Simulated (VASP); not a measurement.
# P: single point with PBEsol

The system is P, a slab with vacuum.

```
P
1.0
     3.41815    0.08194    0.03749
     0.86984   34.69224    0.81437
     0.05288    0.10822    4.69869
P
4
Direct
  0.98522 0.97113 0.59482
  0.07031 0.03452 0.41075
  0.40860 0.02317 0.08001
  0.53587 0.97117 0.91441
```

This cell differs from its parent crystal: atoms moved at random and the cell strained at random.

- Program: VASP 6.6.1
- Task: single point
- Functional: PBEsol
- Potentials or basis: VASP PAW PBE potentials, release 64 (P)
- Cutoff: 520 eV
- k mesh: 8 × 1 × 6
- Occupations: gaussian, width 0.05 eV
- Spin: no spin polarisation

The largest force is 4.070 eV/Å and the band gap on the k mesh is 0.07 eV.

Forces on the atoms (eV/Å):
```
P    1.307  1.167  0.057
P   -2.355 -1.061  1.563
P    2.260  3.165 -1.198
P   -1.213 -3.271 -0.422
```

Levels at points of the mesh, in eV from the valence-band top:
| k point | band 8 | band 9 | band 10 | band 11 | band 12 | band 13 |
| --- | --- | --- | --- | --- | --- | --- |
| (0.00, 0.00, 0.00) | -2.34 | -0.48 | 0.00 | 0.07 | 1.00 | 1.20 |
| (0.50, 0.00, 0.00) | -2.94 | -2.66 | -1.62 | 0.36 | 1.42 | 1.62 |
| (0.00, 0.00, 0.50) | -2.15 | -1.80 | -0.64 | 0.41 | 1.41 | 3.10 |
| (0.50, 0.00, 0.50) | -3.71 | -1.71 | -0.65 | 1.47 | 1.83 | 3.23 |

Wall time 16 min on 1 thread of Oxide Virtual Turin-like Processor, on a shared host, peak memory 0.61 GiB.

Caveat: the cell differs from its parent crystal (atoms moved at random and the cell strained at random); there is no dipole correction, which matters where the two faces differ; the PAW data sets were made with another functional, which shifts forces and pressure a little.
